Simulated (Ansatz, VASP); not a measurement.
# Two plane-wave programs on CO2

```xyz
6
Lattice="2.7956 -2.5133 0.0000 2.7956 2.5133 0.0000 0.0000 0.0000 6.7430" Properties=species:S:1:pos:R:3 pbc="T T T"
C     0.0000    0.0000    0.0000
C     2.7956    0.0000    3.3715
O     2.7956   -1.5747    6.0459
O     2.7956    1.5747    0.6971
O     2.7956   -0.9386    2.6744
O     2.7956    0.9386    4.0686
```

Alike in both runs: functional PBE; dispersion D3(BJ); k mesh 6 × 6 × 4; occupations gaussian, width 0.02 eV; no spin polarisation.

Ansatz relaxed the structure, and its values are those at the end. VASP's run is a single point on that final structure, the one shown.

|  | VASP | Ansatz |
| --- | --- | --- |
| version | VASP 6.6.1 | Ansatz 0.2.0 |
| potentials or method | VASP PAW PBE potentials, release 64 (C, O), cutoff 520 eV | scalar-relativistic, plane waves, PAW |
| valence electrons in the cell | 32 | 32 |

|  | VASP | Ansatz | Ansatz less VASP |
| --- | --- | --- | --- |
| gap on the k mesh at the Fermi level (eV) | 6.51 | 6.53 | +0.020 |
| least direct gap on the mesh (eV) | 6.91 | 6.93 | +0.021 |
| pressure (GPa) | 1.4 | 0.0 | -1.40 |
| rms of the force components (eV/Å) | 0.298 | 0.000 | -0.2981 |

Noted on VASP's run: the standard files for N, O and F lose accuracy on very short bonds.
